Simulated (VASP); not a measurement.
# Rh (Fm-3m) in VASP: notebook, part 2 of 2

VASP 6.6.1. The steps go on from the part before.

## Step 3: Relaxation of cell and atoms, r2SCAN

This run uses another cell than the first one, of 13.75 Å³/atom.

The input, POSCAR:

```
Rh
1.0
    0.0000000000      1.9014762304      1.9014762304
    1.9014762304      0.0000000000      1.9014762304
    1.9014762304      1.9014762304      0.0000000000
Rh
1
Direct
    0.0000000000      0.0000000000      0.0000000000
```

The input, INCAR.step1:

```
SYSTEM = Rh
  PREC = Accurate
  ENCUT = 600
  ISMEAR = -1
  SIGMA = 0.05
  LREAL = .FALSE.
  LASPH = .TRUE.
  NELM = 60
  GGA = PE
  ALGO = Normal
  EDIFF = 1E-4
  LWAVE = .TRUE.
  LCHARG = .FALSE.
```

The input, INCAR.step2:

```
SYSTEM = Rh
  PREC = Accurate
  ENCUT = 600
  EDIFF = 1E-6
  ISMEAR = -1
  SIGMA = 0.05
  LREAL = .FALSE.
  LASPH = .TRUE.
  NELM = 60
  ALGO = Normal
  ISIF = 3
  LWAVE = .FALSE.
  LCHARG = .FALSE.
  METAGGA = R2SCAN
  LMIXTAU = .TRUE.
  IBRION = 2
  NSW = 60
  EDIFFG = -0.005
  ISTART = 1
```

The input, KPOINTS:

```
regular mesh
0
G
  20 20 20
  0 0 0
```

Potentials or basis: VASP PAW PBE potentials, release 64 (Rh_pv).

On the command line:

```bash
cat potpaw_PBE.64/Rh_pv/POTCAR > POTCAR
cp INCAR.step1 INCAR
mpirun -np 1 vasp_std > vasp.out
cp INCAR.step2 INCAR
mpirun -np 1 vasp_std > vasp.out
```

OUTCAR:

```text
SYSTEM = Rh
   PREC = Accurate
   ENCUT = 600
   EDIFF = 1E-6
   ISMEAR = -1
   LREAL = .FALSE.
   LASPH = .TRUE.
   NELM = 60
   ISIF = 3
   METAGGA = R2SCAN
   IBRION = 2
   NSW = 60
   EDIFFG = -0.005
   ISTART = 1

 ion  position               nearest neighbor table
   1  0.000  0.000  0.000-

  LATTYP: Found a face centered cubic cell.
 ALAT       =     3.8029524608

  Lattice vectors:

 A1 = (   0.0000000000,   1.9014762304,   1.9014762304)
 A2 = (   1.9014762304,   0.0000000000,   1.9014762304)
 A3 = (   1.9014762304,   1.9014762304,   0.0000000000)

Analysis of symmetry for initial positions (statically):
=====================================================================
 Subroutine PRICEL returns:
 Original cell was already a primitive cell.

 Routine SETGRP: Setting up the symmetry group for a
 face centered cubic supercell.

 Subroutine GETGRP returns: Found 48 space group operations
 (whereof 48 operations were pure point group operations)
 out of a pool of 48 trial point group operations.

The static configuration has the point symmetry O_h .

Analysis of symmetry for dynamics (positions and initial velocities):
=====================================================================
 Subroutine PRICEL returns:
 Original cell was already a primitive cell.

 Routine SETGRP: Setting up the symmetry group for a
 face centered cubic supercell.

 Subroutine GETGRP returns: Found 48 space group operations
 (whereof 48 operations were pure point group operations)
 out of a pool of 48 trial point group operations.

The dynamic configuration has the point symmetry O_h .

 Subroutine INISYM returns: Found 48 space group operations
 (whereof 48 operations are pure point group operations),
 and found     1 'primitive' translations

----------------------------------------------------------------------------------------

                                     Primitive cell

  volume of cell :      13.7500

  direct lattice vectors                    reciprocal lattice vectors
     0.000000000  1.901476230  1.901476230    -0.262953589  0.262953589  0.262953589
     1.901476230  0.000000000  1.901476230     0.262953589 -0.262953589  0.262953589
     1.901476230  1.901476230  0.000000000     0.262953589  0.262953589 -0.262953589

  length of vectors
     2.689093474  2.689093474  2.689093474     0.455448977  0.455448977  0.455448977

  position of ions in fractional coordinates (direct lattice)
     0.000000000  0.000000000  0.000000000

  ion indices of the primitive-cell ions
   primitive index   ion index
                 1           1

----------------------------------------------------------------------------------------

 KPOINTS: regular mesh

Automatic generation of k-mesh.
 Grid dimensions read from file:
 generate k-points for:   20   20   20

 Generating k-lattice:

  Cartesian coordinates                     Fractional coordinates (reciprocal lattice)
    -0.013147679  0.013147679  0.013147679     0.050000000  0.000000000  0.000000000
[... 47 lines left out ...]
   NGX,Y,Z   is equivalent  to a cutoff of  14.84, 14.84, 14.84 a.u.
   NGXF,Y,Z  is equivalent  to a cutoff of  29.67, 29.67, 29.67 a.u.
 SYSTEM =  Rh
   PREC   = accura    normal or accurate (medium, high low for compatibility)
   ISTART =      1    job   : 0-new  1-cont  2-samecut
   ICHARG =      0    charge: 1-file 2-atom 10-const
   ISPIN  =      1    spin polarized calculation?
   LNONCOLLINEAR =      F non collinear calculations
   LSORBIT =      F    spin-orbit coupling
   LASPH  =      T    aspherical Exc in radial PAW
   ENCUT  =  600.0 eV  44.10 Ry    6.64 a.u.   5.37  5.37  5.37*2*pi/ulx,y,z
   NELM   =     60;   NELMIN=  2; NELMDL=  0     # of ELM steps
   EDIFF  = 0.1E-05   stopping-criterion for ELM
   LREAL  =      F    real-space projection
   EDIFFG = -.5E-02   stopping-criterion for IOM
   NSW    =     60    number of steps for IOM
   IBRION =      2    ionic relax: 0-MD 1-quasi-New 2-CG
   NFREE  =      1    steps in history (QN), initial steepest desc. (CG)
   ISIF   =      3    stress and relaxation
   ISYM   =      2    0-nonsym 1-usesym 2-fastsym
   POTIM  = 0.5000    time-step for ionic-motion
   TEBEG  =    0.0;   TEEND  =   0.0 temperature during run
   PSTRESS=    0.0 pullay stress
   NELECT =      15.0000    total number of electrons
   NUPDOWN=      -1.0000    fix difference up-down
   EMIN   =  10.00;   EMAX   =-10.00  energy-range for DOS
   EFERMI =   0.00;   METHOD = LEGACY
   ISMEAR =    -1;   SIGMA  =   0.05  broadening in eV -4-tet -1-fermi 0-gaus
   EFERMI_NEDOS =   21; number of points for ismear=-14 and -15
   IALGO  =     38    algorithm
   IMIX   =      4    mixing-type and parameters
     AMIX     =   0.40;   BMIX     =  1.00
     AMIX_MAG =   1.60;   BMIX_MAG =  1.00
  volume/ion in A,a.u.               =      13.75        92.79
  Fermi-wavevector in a.u.,A,eV,Ry     =   1.685276  3.184710 38.642654  2.840155
  Thomas-Fermi vector in A             =   2.768149
   LORBIT       =      0    0 simple, 1 ext, 2 COOP (PROOUT), +10 PAW based schemes
   METAGGA = R2SCAN    functional components
   LHFCALC =     F    Hartree Fock is set to
   AEXX    =    0.0000 exact exchange contribution
   IVDW    =     0    specifies the selected vdW correction
   LEPSILON=     F    determine dielectric tensor
   LRPA    =     F    only Hartree local field effects (RPA)
 conjugate gradient relaxation of ions
 non-spin polarized calculation
  energy-cutoff  :      600.00
  volume of cell :       13.75
 maximum number of plane-waves:       477
 NGX is ok and might be reduce to    24
   NGX = 11   NGY = 11   NGZ = 11

--------------------------------------- Ionic step        1  -------------------------------------------

 number of electron      15.0000002 magnetization

 Free energy of the ion-electron system (eV)
  ---------------------------------------------------
  ext. energy  EPLUGINS =         0.00000000
  ---------------------------------------------------
  free energy    TOTEN  =       -24.14271296 eV

  energy without entropy =      -24.13351780  energy(sigma->0) =      -24.13811538

------------------------ aborting loop because EDIFF is reached ----------------------------------------

  FORCE on cell =-STRESS in cart. coord.  units (eV):
  Direction    XX          YY          ZZ          XY          YZ          ZX
  --------------------------------------------------------------------------------------
  -------------------------------------------------------------------------------------
  Total        0.0371714      0.0371714      0.0371714      0.0000000     -0.0000000      0.0000000
  in kB        4.3312842      4.3312842      4.3312842      0.0000000     -0.0000000      0.0000000
  external PRESSURE =       4.3312842 kB  Pullay stress =       0.0000000 kB
[... 57 lines left out ...]
--------------------------------------- Ionic step        3  -------------------------------------------

 number of electron      15.0000002 magnetization

 Free energy of the ion-electron system (eV)
  ---------------------------------------------------
  ext. energy  EPLUGINS =         0.00000000
  ---------------------------------------------------
  free energy    TOTEN  =       -24.14274441 eV

  energy without entropy =      -24.13352092  energy(sigma->0) =      -24.13813267

 E-fermi :  11.7023     XC(G=0): -15.1907

 val. band max:       11.7009989093   @ k =  -0.3000   0.2500   0.1000
 cond. band min:      11.7041267093   @ k =  -0.4500   0.4500   0.0000
 fundamental gap:      0.0031278000
 Fermi energy:        11.7022825237

 k-point     1 :       0.0000    0.0000    0.0000
  band No.  band energies     occupation
      1     -36.0811      2.00000
      2     -36.0811      2.00000
      3     -36.0811      2.00000
      4       3.5346      2.00000
      5       8.5391      2.00000
      6       8.5391      2.00000
      7       8.5391      2.00000
      8      10.6329      2.00000
      9      10.6329      2.00000
     10      28.4165      0.00000
     11      29.0990      0.00000
[... 309 lines left out ...]
 k-point    24 :      -0.3500    0.0500    0.0000
  band No.  band energies     occupation
      1     -36.7337      2.00000
      2     -36.1926      2.00000
      3     -36.1666      2.00000
      4       5.6125      2.00000
      5       8.5731      2.00000
      6       8.6579      2.00000
      7      10.1354      2.00000
      8      11.4985      1.96663
      9      12.2976      0.00001
     10      23.6394      0.00000
     11      28.8823      0.00000

 [... further k-points ...]

------------------------ aborting loop because EDIFF is reached ----------------------------------------

  FORCE on cell =-STRESS in cart. coord.  units (eV):
  Direction    XX          YY          ZZ          XY          YZ          ZX
  --------------------------------------------------------------------------------------
  -------------------------------------------------------------------------------------
  Total        0.0006338      0.0006338      0.0006338      0.0000000     -0.0000000     -0.0000000
  in kB        0.0737225      0.0737225      0.0737225      0.0000000     -0.0000000     -0.0000000
  external PRESSURE =       0.0737225 kB  Pullay stress =       0.0000000 kB
[... 16 lines left out ...]
  FREE ENERGIE OF THE ION-ELECTRON SYSTEM (eV)
  ---------------------------------------------------
  free  energy   TOTEN  =       -24.1427444098 eV

  energy  without entropy=      -24.1335209242  energy(sigma->0) =      -24.13813267

 reached required accuracy - stopping structural energy minimisation
```

Wall time 3.3 min (1 thread of Intel Xeon Platinum 8488C (Sapphire Rapids), shared host); peak memory 0.19 GiB.

What came out:

```yaml
Free_energy: -24.1427 eV
Relaxed_volume: 13.77 Å³/atom
Relaxed_cell: a = 2.691 Å, b = 2.691 Å, c = 2.691 Å, α = 60.00°, β = 60.00°, γ = 60.00°
Space_group_after_relaxing_to_0.1_Å: Fm-3m (No. 225)
Energy_gained_by_relaxing: 0.0 meV/atom
Ionic_steps: 3
Pressure_after_relaxing: 0.0 GPa
Band_gap_on_the_k_mesh: zero (an odd number of electrons rules out a gap without spin polarisation)
```

Final structure:
```xyz
1
Lattice="0.0000 1.9026 1.9026 1.9026 0.0000 1.9026 1.9026 1.9026 0.0000" Properties=species:S:1:pos:R:3 pbc="T T T"
Rh    0.0000    0.0000    0.0000
```

Caveat: the PAW data sets were made with another functional, which shifts forces and pressure a little.
